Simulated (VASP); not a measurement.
Wanted: the native input for a VASP 6.6.1 run.

- Task: relaxation of cell and atoms
- Functional: PBE
- Potentials or basis: VASP PAW PBE potentials, release 64 (Hf_pv, O)
- Cutoff: 600 eV
- k mesh: 6 × 6 × 8
- Occupations: gaussian, width 0.02 eV
- Spin: no spin polarisation
- Target pressure: 12 GPa
- Dipole correction: no
- Further INCAR settings: ALGO = Normal; EDIFF = 1e-06; IBRION = 2; EDIFFG = -0.008; NSW = 70; ISIF = 3

The structure of HfO2 lies in POSCAR:

```
HfO2
1.0
    4.7889759404      0.0000000000      0.0000000000
    0.0000000000      4.7889759404      0.0000000000
    0.0000000000      0.0000000000      3.1878136987
Hf O
2 4
Direct
    0.0000000000      0.0000000000      0.0000000000
    0.5000000000      0.5000000000      0.5000000000
    0.1950519075      0.8049480925      0.5000000000
    0.3049480925      0.3049480925      0.0000000000
    0.6950519075      0.6950519075      0.0000000000
    0.8049480925      0.1950519075      0.5000000000
```

The input as run:

INCAR

```
SYSTEM = HfO2
PREC = Accurate
ENCUT = 600
EDIFF = 1E-6
ISMEAR = 0
SIGMA = 0.02
LREAL = .FALSE.
LASPH = .TRUE.
NELM = 60
ALGO = Normal
ISIF = 3
LWAVE = .FALSE.
LCHARG = .FALSE.
GGA = PE
IBRION = 2
NSW = 70
EDIFFG = -0.008
PSTRESS = 120.0
```

KPOINTS

```
regular mesh
0
G
  6 6 8
  0 0 0
```

Potentials or basis: VASP PAW PBE potentials, release 64 (Hf_pv, O).

Run with:

```console
$ cat potpaw_PBE.64/Hf_pv/POTCAR potpaw_PBE.64/O/POTCAR > POTCAR
$ mpirun -np 1 vasp_std > vasp.out
```

It gave:

```yaml
Relaxed_volume: 12.05 Å³/atom
Relaxed_cell: a = 4.761 Å, b = 4.761 Å, c = 3.189 Å, α = 90.00°, β = 90.00°, γ = 90.00°
Space_group_after_relaxing_to_0.05_Å: P4_2/mnm (No. 136)
Energy_change_on_relaxing_the_enthalpy_is_what_falls: +8.8 meV/atom
Ionic_steps: 6
Pressure_after_relaxing: 12.0 GPa
Largest_force_after_relaxing: 0.007 eV/Å
Band_gap_on_the_k_mesh: 4.07 eV, direct
```

Caveat: the cell is relaxed towards a set pressure, so the enthalpy falls and the energy may rise; spin-orbit coupling is left out, which moves the levels of the heavy elements.

Wall time 6.9 min on 1 thread of Oxide Virtual Turin-like Processor (shared host), peak memory 0.24 GiB.
